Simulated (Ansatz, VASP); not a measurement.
**Two plane-wave programs on B5P**

```
B P
1.0
    -1.95537    2.76991    2.77257
     1.95537   -2.76991    2.77257
     1.95537    2.76991   -2.77257
B P
5 1
Direct
  0.85898 0.50000 0.35898
  0.14102 0.50000 0.64102
  0.85904 0.85904 0.00000
  0.14096 0.14096 0.00000
  0.50000 0.00000 0.50000
  0.50000 0.50000 0.00000
```

Alike in both runs: functional PBE; k mesh 5 × 5 × 5; occupations gaussian, width 0.2 eV; no spin polarisation.

Ansatz relaxed the structure, and its values are those at the end. VASP's run is a single point on that final structure, the one shown.

|  | VASP | Ansatz |
| --- | --- | --- |
| version | VASP 6.6.1 | Ansatz 0.2.0 |
| potentials or method | VASP PAW PBE potentials, release 64 (B, P), cutoff 500 eV | scalar-relativistic, plane waves, PAW |
| valence electrons in the cell | 20 | 20 |

Ansatz gave:

* gap on the k mesh at the Fermi level (eV): none
* pressure (GPa): -0.1
* rms of the force components (eV/Å): 0.009

Estimate VASP's values.

gap on the k mesh at the Fermi level (eV): none; pressure (GPa): -0.3; rms of the force components (eV/Å): 0.020.

A gap of «none» marks a metal or a gap that the smearing closes. With one functional, cell and mesh, what is left measures potentials, basis and numerics.

The k mesh is coarse, so the values compare programs but aren't converged.
